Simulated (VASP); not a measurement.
Set up this calculation in VASP 6.6.1, as the native input.

```yaml
Task: single point
Functional: PBEsol
Potentials_or_basis: VASP PAW PBE potentials, release 64 (P, Pt)
Cutoff: 520 eV
k_mesh: 8 × 8 × 4
Occupations: gaussian, width 0.1 eV
Spin: no spin polarisation
Dipole_correction: no
Further_INCAR_settings: ALGO = Normal; EDIFF = 1e-06; NBANDS = 23
```

The structure of PPt lies in POSCAR:

```
PPt
1.0
    3.7430280000      0.0000000000      0.0000000000
   -1.8715140000      3.2415573351      0.0000000000
    0.0000000000      0.0000000000      6.3537430000
P Pt
2 2
Direct
    0.6666670000      0.3333330000      0.5031030000
    0.3333330000      0.6666670000      0.0031030000
    0.6666670000      0.3333330000      0.8718990000
    0.3333330000      0.6666670000      0.3718990000
```

One way to write it, as run:

INCAR

```
PREC = Accurate ; ENCUT = 520
EDIFF = 1E-6 ; ISMEAR = 0
SIGMA = 0.1 ; LREAL = F
LASPH = T ; NELM = 100
ALGO = Normal ; ISIF = 2
LWAVE = F ; LCHARG = F
GGA = PS ; NBANDS = 23
```

KPOINTS

```
regular mesh
0
Gamma
  8 8 4
```

Potentials or basis: VASP PAW PBE potentials, release 64 (P, Pt).

The run is started by

```bash
$ cat potpaw_PBE.64/P/POTCAR potpaw_PBE.64/Pt/POTCAR > POTCAR
$ mpirun -np 1 vasp_std > vasp.out
```

It gave:

```
Pressure               : -4.7 GPa
Largest force          : 0.119 eV/Å
Band gap on the k mesh : zero (band 15 reaches 9.69 eV, above the bottom of band 16 at 5.91 eV)
```

Caveat: the PAW data sets were made with another functional, which shifts forces and pressure a little; spin-orbit coupling is left out, which moves the levels of the heavy elements.

Run time: 39 s on 1 thread of Intel(R) Xeon(R) Platinum 8259CL CPU @ 2.50GHz (Skylake/Cascade Lake), on a shared host, peak memory 0.2 GiB.
